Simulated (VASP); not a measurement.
Set up this calculation in VASP 6.6.1, as the native input.

* Task: single point
* Functional: PBE
* Potentials or basis: VASP PAW PBE potentials, release 64 (Ti_sv, Si, Ni)
* Cutoff: 520 eV
* k mesh: 8 × 10 × 6
* Occupations: gaussian, width 0.1 eV
* Spin: no spin polarisation
* Dipole correction: no
* Further INCAR settings: ALGO = Normal; EDIFF = 1e-07; NBANDS = 39

The structure of TiSi4Ni3 lies in POSCAR:

```
TiSi4Ni3
1.0
    4.6142817161      0.0000000000     -0.0020596094
    0.0000000000      3.7717776155      0.0000000000
   -0.5601463495      0.0000000000      5.8706980623
Ti Si Ni
1 4 3
Direct
    0.2270823417      0.0000000000      0.7236757812
    0.3790525464      0.5000000000      0.4368479909
    0.7123972007      0.0000000000      0.5009340698
    0.7075697720      0.0000000000      0.0258496282
    0.1270357439      0.5000000000      0.0021250263
    0.8880743975      0.5000000000      0.3390999326
    0.2432299530      0.0000000000      0.2166338177
    0.7155580448      0.5000000000      0.7548337534
```

The input as run:

INCAR

```
ALGO = Normal ; EDIFF = 1E-7
ENCUT = 520 ; GGA = PE
ISIF = 2 ; ISMEAR = 0
LASPH = True ; LCHARG = True
LELF = True ; LREAL = False
LVHAR = True ; LWAVE = False
NBANDS = 39 ; NELM = 60
PREC = Accurate ; SIGMA = 0.1
```

KPOINTS

```
k-points
0
Gamma
  8 10 6
```

Potentials or basis: VASP PAW PBE potentials, release 64 (Ti_sv, Si, Ni).

Launch:

```sh
$ cat potpaw_PBE.64/Ti_sv/POTCAR potpaw_PBE.64/Si/POTCAR potpaw_PBE.64/Ni/POTCAR > POTCAR
$ mpirun -np 1 vasp_std > vasp.out
```

Results of the run:

| Quantity | Value |
| --- | --- |
| Pressure | 0.0 GPa |
| Largest force | 0.023 eV/Å |
| Band gap on the k mesh | zero (bands 29 and 30 overlap by 0.98 eV) |

Wall time 5.9 min on 1 thread of Intel(R) Xeon(R) 6975P-C (Granite Rapids), with other jobs on the host, peak memory 0.6 GiB.
